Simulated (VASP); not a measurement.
Here is a VASP 6.6.1 calculation.

Contents of INCAR:

```
SYSTEM = CsH
PREC = Accurate
ENCUT = 520
EDIFF = 1E-6
ISMEAR = 0
SIGMA = 0.02
LREAL = .FALSE.
LASPH = .TRUE.
NELM = 60
ALGO = Normal
ISIF = 2
LWAVE = .FALSE.
LCHARG = .FALSE.
GGA = PS
NBANDS = 18
```

File KPOINTS:

```
Automatic mesh
0
G
  6 6 3
  0 0 0
```

The input POSCAR:

```
CsH
1.0
    5.2192692903      0.0000000000      0.0000000000
   -2.6096346451      4.5200197946      0.0000000000
    0.0000000000      0.0000000000      6.2156268521
Cs H
2 2
Direct
    0.3333333333      0.6666666667     -0.0624952073
    0.6666666667      0.3333333333      0.4375047927
    0.3333333333      0.6666666667      0.4374952073
    0.6666666667      0.3333333333      0.9374952073
```

Potentials or basis: VASP PAW PBE potentials, release 64 (Cs_sv, H).

Run with:

```console
$ cat potpaw_PBE.64/Cs_sv/POTCAR potpaw_PBE.64/H/POTCAR > POTCAR
$ mpirun -np 1 vasp_std > vasp.out
```

Estimate the band gap on the k mesh.

2.99 eV (least direct gap 3.12 eV).

What does it give for the pressure?

0.0 GPa.

Caveat: the PAW data sets were made with another functional, which shifts forces and pressure a little; spin-orbit coupling is left out, which moves the levels of the heavy elements; an odd mesh through Γ misses points on the zone boundary, where band edges can lie.
